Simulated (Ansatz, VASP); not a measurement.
Two plane-wave programs on MgO

File INCAR:

```
PREC = Accurate
ENCUT = 520
EDIFF = 1E-7
ISMEAR = 0
SIGMA = 0.05
LREAL = False
LASPH = True
NELM = 80
ALGO = Normal
ISIF = 2
LWAVE = False
LCHARG = True
GGA = PS
LELF = True
LVHAR = True
NBANDS = 16
```

KPOINTS

```
regular mesh
0
Gamma
  9 9 6
```

Contents of POSCAR:

```
MgO
1.0
    3.4863778627      0.0000000000      0.0000000000
   -1.7431889314      3.0192917963      0.0000000000
    0.0000000000      0.0000000000      4.2824922505
Mg O
2 2
Direct
    0.6666666667      0.3333333333      0.7500000000
    0.3333333333      0.6666666667      0.2500000000
    0.6666666667      0.3333333333      0.2500000000
    0.3333333333      0.6666666667      0.7500000000
```

Input for Ansatz:

```yaml
crystal:
  lattice:
    - [3.4863778627, 0.0, 0.0]
    - [-1.7431889314, 3.0192917963, 0.0]
    - [0.0, 0.0, 4.2824922505]
  atoms:
    - { symbol: Mg, position: [0.6666666667, 0.3333333333, 0.75] }
    - { symbol: Mg, position: [0.3333333333, 0.6666666667, 0.25] }
    - { symbol: O, position: [0.6666666667, 0.3333333333, 0.25] }
    - { symbol: O, position: [0.3333333333, 0.6666666667, 0.75] }
basis:
  ecutwfc: 420
kpoints:
  mp_grid: { grid: [9, 9, 6] }
hamiltonian:
  xc: pbesol
scf:
  occupations: { method: gaussian, width: 0.05 }
output:
  forces: true
  stress: true
  eigenvalues: true
```

Change from the starting cell: strain +0.000 along x and y, +0.025 along z, atoms carried along.

Alike in both runs: task single point; functional PBEsol; k mesh 9 × 9 × 6; occupations gaussian, width 0.05 eV; no spin polarisation.

|  | VASP | Ansatz |
| --- | --- | --- |
| version | VASP 6.6.1 | Ansatz 0.2.0 |
| potentials or method | VASP PAW PBE potentials, release 64 (Mg, O), cutoff 520 eV | scalar-relativistic, plane waves, PAW |
| valence electrons in the cell | 16 | 32 |

```csv
,VASP,Ansatz,Ansatz less VASP
gap on the k mesh at the Fermi level (eV),3.16,3.16,+0.006
least direct gap on the mesh (eV),3.16,3.16,+0.006
pressure (GPa),-2.4,-2.1,+0.37
"traceless stress, the component that is largest in VASP (GPa)",-2.49,-2.42,+0.069
```

VASP's potentials were made for PBE, not for PBEsol. With one functional, cell and mesh, what is left measures potentials, basis and numerics. VASP's potentials hold 16 valence electrons a cell and Ansatz's 32, so a difference there can come from the potentials and not from the codes.
